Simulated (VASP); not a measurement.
Input of a VASP 6.6.1 run:

Contents of INCAR:

```
SYSTEM = GeCN2
PREC     = Accurate       ! precision mode
ENCUT    = 520            ! plane-wave cutoff, eV
EDIFF    = 1E-6           ! SCF threshold, eV
ISMEAR   = -1             ! smearing method
SIGMA    = 0.05           ! smearing width, eV
LREAL    = .FALSE.        ! projectors in reciprocal space
LASPH    = .TRUE.         ! aspherical terms in the spheres
NELM     = 100            ! most SCF steps
ALGO     = Normal         ! electronic algorithm
ISIF     = 2              ! what is computed and relaxed
LWAVE    = .FALSE.        ! write WAVECAR
LCHARG   = .FALSE.        ! write CHGCAR
NBANDS   = 22             ! bands
```

KPOINTS

```
Automatic mesh
0
G
  9 9 9
  0 0 0
```

POSCAR

```
GeCN2
1.0
    1.7937903697      1.0356453528      4.9219572124
   -1.7937903697      1.0356453528      4.9219572124
    0.0000000000     -2.0712907056      4.9219572124
Ge N C
1 2 1
Direct
    0.0000000000      0.0000000000      0.0000000000
    0.5839044000      0.5839044000      0.5839044000
    0.4160956000      0.4160956000      0.4160956000
    0.5000000000      0.5000000000      0.5000000000
```

Potentials or basis: VASP PAW LDA potentials, release 64 (Ge_d, N, C).

Command:

```sh
$ cat potpaw_LDA.64/Ge_d/POTCAR potpaw_LDA.64/N/POTCAR potpaw_LDA.64/C/POTCAR > POTCAR
$ mpirun -np 1 vasp_std > vasp.out
```

Problem. What does it give for the largest force?

Solution. 0.186 eV/Å.

Problem. What does it give for the band gap on the k mesh?

Solution. 0.95 eV (least direct gap 1.75 eV).

Stress tensor (GPa, compression positive):
```
-5.67  0.00  0.00
 0.00 -5.67  0.00
 0.00  0.00 -7.91
```

Caveat: the cell stands under tension. A k mesh can miss the band edges.
